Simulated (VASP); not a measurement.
# Co (Fd-3m) in VASP: relaxation of cell and atoms with r2SCAN

Aim: the relaxation of cell and atoms of Co with r2SCAN.

All numbers are computed with VASP 6.6.1; they aren't measurements. Logs are shortened: lines on timing, memory, paths and dates and some standing lists are left out, and cuts for length are marked.

**1. The cell of the first run**

The structure is cubic, space group Fd-3m (No. 227). Conventional cell: a = 5.041 Å, b = 5.041 Å, c = 5.041 Å, α = 90.00°, β = 90.00°, γ = 90.00°. Within 2.9 Å of Co (site symmetry -43m) lie 4 Co at 2.18 Å.

This isn't the form of Co at room conditions, which is hcp.

**2. Relaxation of cell and atoms, r2SCAN, collinear spin, ferromagnetic start**

Contents of POSCAR:

```
Co
1.0
    0.0000000000      2.5205007020      2.5205007020
    2.5205007020      0.0000000000      2.5205007020
    2.5205007020      2.5205007020      0.0000000000
Co
2
Direct
    0.0000000000      0.0000000000      0.0000000000
    0.2500000000      0.2500000000      0.2500000000
```

Contents of INCAR.step1:

```
PREC = Accurate
ENCUT = 600
ISMEAR = 0
SIGMA = 0.1
LREAL = False
LASPH = True
NELM = 150
ISPIN = 2
MAGMOM = 2.1 2.1
LMAXMIX = 4
GGA = PE
ALGO = Normal
EDIFF = 1E-4
LWAVE = True
LCHARG = False
```

Contents of INCAR.step2:

```
PREC = Accurate
ENCUT = 600
EDIFF = 1E-7
ISMEAR = 0
SIGMA = 0.1
LREAL = False
LASPH = True
NELM = 150
ALGO = Normal
ISIF = 3
LWAVE = False
LCHARG = False
ISPIN = 2
MAGMOM = 2.1 2.1
LORBIT = 11
LMAXMIX = 4
METAGGA = R2SCAN
LMIXTAU = True
IBRION = 2
NSW = 80
EDIFFG = -0.01
ISTART = 1
```

Contents of KPOINTS:

```
regular mesh
0
Gamma
  14 14 14
```

Potentials or basis: VASP PAW PBE potentials, release 64 (Co).

Launch:

```
$ cat potpaw_PBE.64/Co/POTCAR > POTCAR
$ cp INCAR.step1 INCAR
$ mpirun -np 1 vasp_std > vasp.out
$ cp INCAR.step2 INCAR
$ mpirun -np 1 vasp_std > vasp.out
```

OUTCAR:

```text
PREC = Accurate
   ENCUT = 600
   EDIFF = 1E-7
   ISMEAR = 0
   LREAL = False
   LASPH = True
   NELM = 150
   ISIF = 3
   ISPIN = 2
   LORBIT = 11
   METAGGA = R2SCAN
   IBRION = 2
   NSW = 80
   EDIFFG = -0.01
   ISTART = 1

 ion  position               nearest neighbor table
   1  0.000  0.000  0.000-   2 2.18   2 2.18   2 2.18   2 2.18
   2  0.250  0.250  0.250-   1 2.18   1 2.18   1 2.18   1 2.18

  LATTYP: Found a face centered cubic cell.
 ALAT       =     5.0410014040

  Lattice vectors:

 A1 = (   0.0000000000,   2.5205007020,   2.5205007020)
 A2 = (   2.5205007020,   0.0000000000,   2.5205007020)
 A3 = (   2.5205007020,   2.5205007020,   0.0000000000)

Analysis of symmetry for initial positions (statically):
=====================================================================
 Subroutine PRICEL returns:
 Original cell was already a primitive cell.

 Routine SETGRP: Setting up the symmetry group for a
 face centered cubic supercell.

 Subroutine GETGRP returns: Found 48 space group operations
 (whereof 24 operations were pure point group operations)
 out of a pool of 48 trial point group operations.

The static configuration has the point symmetry T_d .
 The point group associated with its full space group is O_h .

Analysis of symmetry for dynamics (positions and initial velocities):
=====================================================================
 Subroutine PRICEL returns:
 Original cell was already a primitive cell.

 Routine SETGRP: Setting up the symmetry group for a
 face centered cubic supercell.

 Subroutine GETGRP returns: Found 48 space group operations
 (whereof 24 operations were pure point group operations)
 out of a pool of 48 trial point group operations.

The dynamic configuration has the point symmetry T_d .
 The point group associated with its full space group is O_h .

Analysis of structural, dynamic, and magnetic symmetry:
=====================================================================
 Subroutine PRICEL returns:
 Original cell was already a primitive cell.

 Routine SETGRP: Setting up the symmetry group for a
 face centered cubic supercell.

 Subroutine GETGRP returns: Found 48 space group operations
 (whereof 24 operations were pure point group operations)
 out of a pool of 48 trial point group operations.

The overall configuration has the point symmetry T_d .
 The point group associated with its full space group is O_h .

 Subroutine INISYM returns: Found 48 space group operations
 (whereof 24 operations are pure point group operations),
[... 126 lines left out ...]
   LRPA    =     F    only Hartree local field effects (RPA)
 conjugate gradient relaxation of ions
 spin polarized calculation
 Gauss-broadening in eV      SIGMA  =   0.10
  energy-cutoff  :      600.00
  volume of cell :       32.03
 maximum number of plane-waves:      1090
   NGX = 15   NGY = 15   NGZ = 15

--------------------------------------- Ionic step        1  -------------------------------------------

 number of electron      18.0000009 magnetization       3.6752441

 Free energy of the ion-electron system (eV)
  ---------------------------------------------------
  ext. energy  EPLUGINS =         0.00000000
  ---------------------------------------------------
  free energy    TOTEN  =       -23.78914286 eV

  energy without entropy =      -23.78057306  energy(sigma->0) =      -23.78485796

------------------------ aborting loop because EDIFF is reached ----------------------------------------

  FORCE on cell =-STRESS in cart. coord.  units (eV):
  Direction    XX          YY          ZZ          XY          YZ          ZX
  --------------------------------------------------------------------------------------
  -------------------------------------------------------------------------------------
  Total       -0.1852998     -0.1852998     -0.1852998      0.0000000     -0.0000000      0.0000000
  in kB       -9.2703285     -9.2703285     -9.2703285      0.0000000     -0.0000000      0.0000000
  external PRESSURE =      -9.2703285 kB  Pullay stress =       0.0000000 kB
[... 59 lines left out ...]
--------------------------------------- Ionic step        3  -------------------------------------------

 number of electron      18.0000012 magnetization       3.6710782

 Free energy of the ion-electron system (eV)
  ---------------------------------------------------
  ext. energy  EPLUGINS =         0.00000000
  ---------------------------------------------------
  free energy    TOTEN  =       -23.78992296 eV

  energy without entropy =      -23.78125867  energy(sigma->0) =      -23.78559082

 E-fermi :   5.7109     XC(G=0): -11.7982

 val. band max:        5.7053693320   @ k =  -0.1429   0.0714   0.0000
 cond. band min:       5.7153710739   @ k =  -0.4286   0.5000   0.0714
 fundamental gap:      0.0100017418
 Fermi energy:         5.7109067895

 spin component 1

 k-point     1 :       0.0000    0.0000    0.0000
  band No.  band energies     occupation
      1      -1.2585      1.00000
      2       1.4595      1.00000
      3       1.4595      1.00000
      4       1.7508      1.00000
      5       1.7508      1.00000
      6       1.7509      1.00000
      7       3.3946      1.00000
      8       3.3946      1.00000
      9       3.3946      1.00000
     10       4.2550      1.00000
     11       4.2550      1.00000
     12      18.3575      0.00000
     13      18.3575      0.00000
     14      18.3576      0.00000
[... 403 lines left out ...]
      4       1.8044      1.00000
      5       1.8555      1.00000
      6       2.2429      1.00000
      7       2.6902      1.00000
      8       3.5788      1.00000
      9       3.6125      1.00000
     10       4.0668      1.00000
     11       4.4518      1.00000
     12      11.4849      0.00000
     13      13.8049      0.00000
     14      15.2800      0.00000
     15      17.1203      0.00000

 [... further k-points ...]

 spin component 2

 k-point     1 :       0.0000    0.0000    0.0000
  band No.  band energies     occupation
      1      -1.4126      1.00000
      2       3.6562      1.00000
      3       3.6563      1.00000
      4       3.6563      1.00000
      5       3.9686      1.00000
      6       3.9686      1.00000
      7       5.7564      0.25989
      8       5.7565      0.25975
      9       5.7565      0.25973
     10       7.4830      0.00000
     11       7.4831      0.00000
     12      18.9142      0.00000
     13      18.9142      0.00000
     14      18.9144      0.00000
[... 444 lines left out ...]
  FREE ENERGIE OF THE ION-ELECTRON SYSTEM (eV)
  ---------------------------------------------------
  free  energy   TOTEN  =       -23.7899229609 eV

  energy  without entropy=      -23.7812586722  energy(sigma->0) =      -23.78559082

 reached required accuracy - stopping structural energy minimisation

 total charge

# of ion       s       p       d       tot
------------------------------------------
    1        0.569   0.394   7.301   8.264
    2        0.569   0.394   7.301   8.264
--------------------------------------------------
tot          1.138   0.788  14.602  16.528

 magnetization (x)

# of ion       s       p       d       tot
------------------------------------------
    1       -0.041  -0.039   1.923   1.844
    2       -0.041  -0.039   1.923   1.844
--------------------------------------------------
tot         -0.081  -0.077   3.846   3.688
```

OUTCAR.step1:

```text
PREC = Accurate
   ENCUT = 600
   ISMEAR = 0
   LREAL = False
   LASPH = True
[... 1109 lines left out ...]
      0.00000      0.00000      0.00000        -0.000000     -0.000000     -0.000000
      1.26025      1.26025      1.26025         0.000000      0.000000      0.000000
 -----------------------------------------------------------------------------------
    total drift:                                0.000000      0.000000      0.000000

  FREE ENERGIE OF THE ION-ELECTRON SYSTEM (eV)
  ---------------------------------------------------
  free  energy   TOTEN  =       -11.5110388254 eV

  energy  without entropy=      -11.4997371483  energy(sigma->0) =      -11.50538799
```

OSZICAR.step1:

```text
N       E                     dE             d eps       ncg     rms          rms(c)
DAV:   1     0.968624204281E+02    0.96862E+02   -0.86545E+03  6248   0.155E+03
DAV:   2    -0.979600763083E+01   -0.10666E+03   -0.98176E+02  6240   0.260E+02
DAV:   3    -0.125718073712E+02   -0.27758E+01   -0.27010E+01  7213   0.620E+01
DAV:   4    -0.126174918390E+02   -0.45684E-01   -0.45662E-01  8826   0.619E+00
DAV:   5    -0.126180219127E+02   -0.53007E-03   -0.53003E-03  7428   0.640E-01    0.112E+01
DAV:   6    -0.121447959413E+02    0.47323E+00   -0.14179E+01  7332   0.653E+01    0.821E+00
DAV:   7    -0.115086942464E+02    0.63610E+00   -0.29265E+00  7318   0.292E+01    0.339E+00
DAV:   8    -0.115181715587E+02   -0.94773E-02   -0.32189E-02  7474   0.189E+00    0.181E+00
DAV:   9    -0.115084203016E+02    0.97513E-02   -0.15321E-02  7136   0.156E+00    0.674E-01
DAV:  10    -0.115100478025E+02   -0.16275E-02   -0.11274E-03  7605   0.445E-01    0.371E-01
DAV:  11    -0.115110296735E+02   -0.98187E-03   -0.11563E-03  7730   0.472E-01    0.419E-02
DAV:  12    -0.115110388254E+02   -0.91519E-05   -0.46077E-05  3328   0.670E-02
   1 F= -.11511039E+02 E0= -.11505388E+02  d E =-.113017E-01  mag=     3.4145
```

Wall time 6.5 min (1 thread of Intel Xeon 6975P-C (Granite Rapids), shared host); peak memory 0.25 GiB.

Results:

```
Free energy                                           : -23.7899 eV
Relaxed volume                                        : 15.88 Å³/atom
Relaxed cell                                          : a = 3.555 Å, b = 3.555 Å, c = 3.555 Å, α = 60.00°, β = 60.00°, γ = 60.00°
Space group after relaxing (to 0.1 Å)                 : Fd-3m (No. 227)
Energy gained by relaxing                             : 0.4 meV/atom
Ionic steps                                           : 3
Pressure after relaxing                               : 0.0 GPa
Net moment                                            : 3.67 μB per cell
Site moments                                          : Co +1.84 μB
Valence electrons inside the program's atomic spheres : Co 8.26
```

Step by step:
```
step  energy change (eV)  largest force (eV/Å)  pressure (GPa)  volume (Å³)
   1              0.0000                0.0000           -0.93        32.03
   2             -0.0005                0.0000            0.56        31.60
   3             -0.0008                0.0000           -0.02        31.76
```

Final structure:
```cif
data_structure
_symmetry_space_group_name_H-M 'P 1'
_symmetry_Int_Tables_number 1
_cell_length_a 3.5545
_cell_length_b 3.5545
_cell_length_c 3.5545
_cell_angle_alpha 60.000
_cell_angle_beta 60.000
_cell_angle_gamma 60.000
_cell_volume 31.76
loop_
_atom_site_label
_atom_site_type_symbol
_atom_site_fract_x
_atom_site_fract_y
_atom_site_fract_z
_atom_site_occupancy
Co1 Co 0.00000 0.00000 0.00000 1
Co2 Co 0.25000 0.25000 0.25000 1
```

Levels at points of the mesh, in eV from the Fermi level:
Spin up:
| k point | band 7 | band 8 | band 9 | band 10 | band 11 | band 12 | band 13 | band 14 | band 15 |
| --- | --- | --- | --- | --- | --- | --- | --- | --- | --- |
| (0.00, 0.00, 0.00) | -2.32 | -2.32 | -2.32 | -1.46 | -1.46 | 12.65 | 12.65 | 12.65 | 12.95 |
| (0.50, 0.00, 0.00) | -2.15 | -2.15 | -1.65 | -1.43 | -1.43 | 0.27 | 9.20 | 9.20 | 12.71 |
| (0.50, 0.50, 0.00) | -2.81 | -2.81 | -1.25 | -1.25 | 0.91 | 0.91 | 4.67 | 4.67 | 9.89 |
Spin down:
```tsv
k point	band 5	band 6	band 7	band 8	band 9	band 10
(0.00, 0.00, 0.00)	-1.74	-1.74	0.05	0.05	0.05	1.77
(0.50, 0.00, 0.00)	-1.69	-1.69	-1.56	0.75	0.75	1.32
(0.50, 0.50, 0.00)	-1.80	-1.80	0.07	0.07	1.44	1.44
```

Caveat: the PAW data sets were made with another functional, which shifts forces and pressure a little.
